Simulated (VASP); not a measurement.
# Pt in VASP: single point with PBE

Aim: the single point of Pt with PBE.

Everything below comes from runs of VASP 6.6.1. Logs are shortened: lines on timing, memory, paths and dates and some standing lists are left out, and cuts for length are marked.

## (1) The cell of the first run

The typed cell holds 1 atom: a = 2.692 Å, b = 2.692 Å, c = 3.108 Å, α = 54.73°, β = 54.73°, γ = 70.53°.

This isn't the form of Pt at room conditions, which is fcc.

## (2) Single point, PBE

INCAR

```
PREC = Accurate ; ENCUT = 520
EDIFF = 1E-7 ; ISMEAR = -1
SIGMA = 0.02 ; LREAL = F
LASPH = T ; NELM = 100
ALGO = Fast ; ISIF = 2
LWAVE = F ; LCHARG = F
GGA = PE ; NBANDS = 11
```

KPOINTS

```
Automatic mesh
0
Gamma
  24 24 24
```

POSCAR

```
Pt
1.0
    0.0000000000      2.1977790799      1.5538298095
    2.1977790799      0.0000000000      1.5538298095
    2.1977790799      2.1977790799      0.0000000000
Pt
1
Direct
    0.0000000000      0.0000000000      0.0000000000
```

Potentials or basis: VASP PAW PBE potentials, release 64 (Pt).

The run is started by

```
$ cat potpaw_PBE.64/Pt/POTCAR > POTCAR
$ mpirun -np 1 vasp_std > vasp.out
```

OUTCAR:

```text
PREC = Accurate
   ENCUT = 520
   EDIFF = 1E-7
   ISMEAR = -1
   LREAL = F
   LASPH = T
   NELM = 100
   ISIF = 2
   GGA = PE

 ion  position               nearest neighbor table
   1  0.000  0.000  0.000-

  LATTYP: Found a body centered tetragonal cell.
 ALAT       =     3.1081289819
 C/A-ratio  =     0.9998489886

  Lattice vectors:

 A1 = (   0.0000000000,  -2.1977790799,  -1.5538298095)
 A2 = (   0.0000000000,   2.1977790799,  -1.5538298095)
 A3 = (   2.1977790799,   0.0000000000,   1.5538298095)

Analysis of symmetry for initial positions (statically):
=====================================================================
 Subroutine PRICEL returns:
 Original cell was already a primitive cell.

 Routine SETGRP: Setting up the symmetry group for a
 body centered tetragonal supercell.

 Subroutine GETGRP returns: Found 16 space group operations
 (whereof 16 operations were pure point group operations)
 out of a pool of 16 trial point group operations.

The static configuration has the point symmetry D_4h.

Analysis of symmetry for dynamics (positions and initial velocities):
=====================================================================
 Subroutine PRICEL returns:
 Original cell was already a primitive cell.

 Routine SETGRP: Setting up the symmetry group for a
 body centered tetragonal supercell.

 Subroutine GETGRP returns: Found 16 space group operations
 (whereof 16 operations were pure point group operations)
 out of a pool of 16 trial point group operations.

The dynamic configuration has the point symmetry D_4h.

 Subroutine INISYM returns: Found 16 space group operations
 (whereof 16 operations are pure point group operations),
 and found     1 'primitive' translations

----------------------------------------------------------------------------------------

                                     Primitive cell

  volume of cell :      15.0107

  direct lattice vectors                    reciprocal lattice vectors
     0.000000000  2.197779080  1.553829810    -0.227502393  0.227502393  0.321785563
     2.197779080  0.000000000  1.553829810     0.227502393 -0.227502393  0.321785563
     2.197779080  2.197779080  0.000000000     0.227502393  0.227502393 -0.321785563

  length of vectors
     2.691583170  2.691583170  3.108128982     0.455039148  0.455039148  0.455039148

  position of ions in fractional coordinates (direct lattice)
     0.000000000  0.000000000  0.000000000
[... 81 lines left out ...]
   NFREE  =      0    steps in history (QN), initial steepest desc. (CG)
   ISIF   =      2    stress and relaxation
   ISYM   =      2    0-nonsym 1-usesym 2-fastsym
   POTIM  = 0.5000    time-step for ionic-motion
   TEBEG  =    0.0;   TEEND  =   0.0 temperature during run
   PSTRESS=    0.0 pullay stress
   NELECT =      10.0000    total number of electrons
   NUPDOWN=      -1.0000    fix difference up-down
   EMIN   =  10.00;   EMAX   =-10.00  energy-range for DOS
   EFERMI =   0.00;   METHOD = LEGACY
   ISMEAR =    -1;   SIGMA  =   0.02  broadening in eV -4-tet -1-fermi 0-gaus
   EFERMI_NEDOS =   21; number of points for ismear=-14 and -15
   IALGO  =     68    algorithm
   IMIX   =      4    mixing-type and parameters
     AMIX     =   0.40;   BMIX     =  1.00
     AMIX_MAG =   1.60;   BMIX_MAG =  1.00
  volume/ion in A,a.u.               =      15.01       101.30
  Fermi-wavevector in a.u.,A,eV,Ry     =   1.429797  2.701924 27.814648  2.044319
  Thomas-Fermi vector in A             =   2.549712
   LORBIT       =      0    0 simple, 1 ext, 2 COOP (PROOUT), +10 PAW based schemes
   GGA     = PE    functional components
   LHFCALC =     F    Hartree Fock is set to
   AEXX    =    0.0000 exact exchange contribution
   IVDW    =     0    specifies the selected vdW correction
   LEPSILON=     F    determine dielectric tensor
   LRPA    =     F    only Hartree local field effects (RPA)
 non-spin polarized calculation
 RMM-DIIS sequential band-by-band and
  energy-cutoff  :      520.00
  volume of cell :       15.01
 maximum number of plane-waves:       420
   NGX =  9   NGY =  9   NGZ = 11

 number of electron      10.0000001 magnetization

 Free energy of the ion-electron system (eV)
  ---------------------------------------------------
  ext. energy  EPLUGINS =         0.00000000
  ---------------------------------------------------
  free energy    TOTEN  =        -5.96713847 eV

  energy without entropy =       -5.96571858  energy(sigma->0) =       -5.96642853

 E-fermi :  11.1524     XC(G=0): -13.5105

 val. band max:       11.1409841727   @ k =  -0.4167   0.2917   0.1667
 cond. band min:      11.1541674030   @ k =  -0.2083   0.3750   0.2917
 fundamental gap:      0.0131832303
 Fermi energy:        11.1524416074

 k-point     1 :       0.0000    0.0000    0.0000
  band No.  band energies     occupation
      1       1.0997      2.00000
      2       7.3698      2.00000
      3       7.3712      2.00000
      4       7.3712      2.00000
      5      10.0472      2.00000
      6      10.0489      2.00000
      7      28.2093      0.00000
      8      28.2093      0.00000
      9      28.2123      0.00000
     10      38.9009      0.00000
     11      38.9031      0.00000
[... 309 lines left out ...]
 k-point    24 :       0.4583    0.0417    0.0000
  band No.  band energies     occupation
      1       4.1395      2.00000
      2       5.9144      2.00000
      3       9.5861      2.00000
      4       9.9289      2.00000
      5      11.5728      0.00000
      6      12.1582      0.00000
      7      18.3387      0.00000
      8      24.6449      0.00000
      9      27.5070      0.00000
     10      35.2346      0.00000
     11      36.8995      0.00000

 [... further k-points ...]

------------------------ aborting loop because EDIFF is reached ----------------------------------------

  FORCE on cell =-STRESS in cart. coord.  units (eV):
  Direction    XX          YY          ZZ          XY          YZ          ZX
  --------------------------------------------------------------------------------------
  -------------------------------------------------------------------------------------
  Total        1.3182877      1.3182877      1.3173422      0.0000000      0.0000000     -0.0000000
  in kB      140.7081558    140.7081558    140.6072362      0.0000000      0.0000000     -0.0000000
  external PRESSURE =     140.6745160 kB  Pullay stress =       0.0000000 kB

 VOLUME and BASIS-vectors are now :
 -----------------------------------------------------------------------------
  energy-cutoff  :      520.00
  volume of cell :       15.01
      direct lattice vectors                 reciprocal lattice vectors
     0.000000000  2.197779080  1.553829810    -0.227502393  0.227502393  0.321785563
     2.197779080  0.000000000  1.553829810     0.227502393 -0.227502393  0.321785563
     2.197779080  2.197779080  0.000000000     0.227502393  0.227502393 -0.321785563

 POSITION                                       TOTAL-FORCE (eV/Angst)
 -----------------------------------------------------------------------------------
      0.00000      0.00000      0.00000         0.000000     -0.000000      0.000000
 -----------------------------------------------------------------------------------
    total drift:                               -0.000000     -0.000000      0.000000

  FREE ENERGIE OF THE ION-ELECTRON SYSTEM (eV)
  ---------------------------------------------------
  free  energy   TOTEN  =        -5.9671384734 eV

  energy  without entropy=       -5.9657185800  energy(sigma->0) =       -5.96642853
```

It took 1.7 min on 1 thread of Intel Xeon Platinum 8488C (Sapphire Rapids), shared host; peak memory 0.28 GiB.

What came out:

| Property | Result |
| --- | --- |
| Free energy | -5.9671 eV |
| Pressure | 14.1 GPa |
| Band gap on the k mesh | zero (bands 5 and 6 overlap by 2.38 eV) |

Levels at points of the mesh, in eV from the Fermi level:
```tsv
k point	band 2	band 3	band 4	band 5	band 6	band 7	band 8	band 9
(0.00, 0.00, 0.00)	-3.78	-3.78	-3.78	-1.11	-1.10	17.06	17.06	17.06
(0.50, 0.00, 0.00)	-5.33	-1.29	-0.74	0.09	1.14	6.73	13.25	16.28
(0.50, 0.50, 0.00)	-6.61	0.57	0.57	0.57	7.77	7.77	7.77	13.54
(0.50, 0.00, 0.50)	-5.32	-1.29	-0.74	0.09	1.14	6.73	13.25	16.28
```

Caveat: the cell stands under pressure; spin-orbit coupling is left out, which moves the levels of the heavy elements.
